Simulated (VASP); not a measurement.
Wanted: the native input for a VASP 6.6.1 run.

```
Task                   : single point
Functional             : PBE
Potentials or basis    : VASP PAW PBE potentials, release 64 (Sr_sv, La, O)
Cutoff                 : 520 eV
k mesh                 : 4 × 3 × 4, shifted
Occupations            : fermi-dirac, width 0.1 eV
Spin                   : no spin polarisation
Dipole correction      : no
Further INCAR settings : ALGO = Normal; EDIFF = 1e-07; NBANDS = 50
```

The structure of SrLaO3 lies in POSCAR:

```
SrLaO3
1.0
    5.1799130000     -0.0157290000     -1.0261790000
    0.0275770000      5.7677350000      0.1807910000
   -1.3062860000      0.6763200000      5.4647060000
Sr La O
2 2 6
Direct
    0.3875960000      0.9153630000      0.9311590000
    0.7511910000      0.1487360000      0.6536900000
    0.0827640000      0.0133430000      0.2976040000
    0.2376510000      0.4684060000      0.6280880000
    0.7926620000      0.6556360000      0.2301510000
    0.7396550000      0.3381080000      0.2210410000
    0.2624070000      0.6350380000      0.2126940000
    0.0589400000      0.4265120000      0.0930840000
    0.5417880000      0.7809680000      0.5865810000
    0.6965780000      0.8468730000      0.3898960000
```

These files were run (other wordings do the same):

INCAR

```
SYSTEM = SrLaO3
PREC = Accurate
ENCUT = 520
EDIFF = 1E-7
ISMEAR = -1
SIGMA = 0.1
LREAL = .FALSE.
LASPH = .TRUE.
NELM = 100
ALGO = Normal
ISIF = 2
LWAVE = .FALSE.
LCHARG = .FALSE.
GGA = PE
NBANDS = 50
```

KPOINTS

```
Automatic mesh
0
Gamma
  4 3 4
  0 0.5 0
```

Potentials or basis: VASP PAW PBE potentials, release 64 (Sr_sv, La, O).

Run with:

```sh
$ cat potpaw_PBE.64/Sr_sv/POTCAR potpaw_PBE.64/La/POTCAR potpaw_PBE.64/O/POTCAR > POTCAR
$ mpirun -np 1 vasp_std > vasp.out
```

Results of the run:

```yaml
Pressure: 15.7 GPa
Largest_force: 6.432 eV/Å
Band_gap_on_the_k_mesh: zero (bands 39 and 40 overlap by 0.08 eV)
```

Caveat: the k points lie up to 0.37 Å⁻¹ apart; spin-orbit coupling is left out, which moves the levels of the heavy elements.

It took 3.2 min on 1 thread of Intel(R) Xeon(R) 6975P-C (Granite Rapids), on a shared host, peak memory 0.38 GiB.
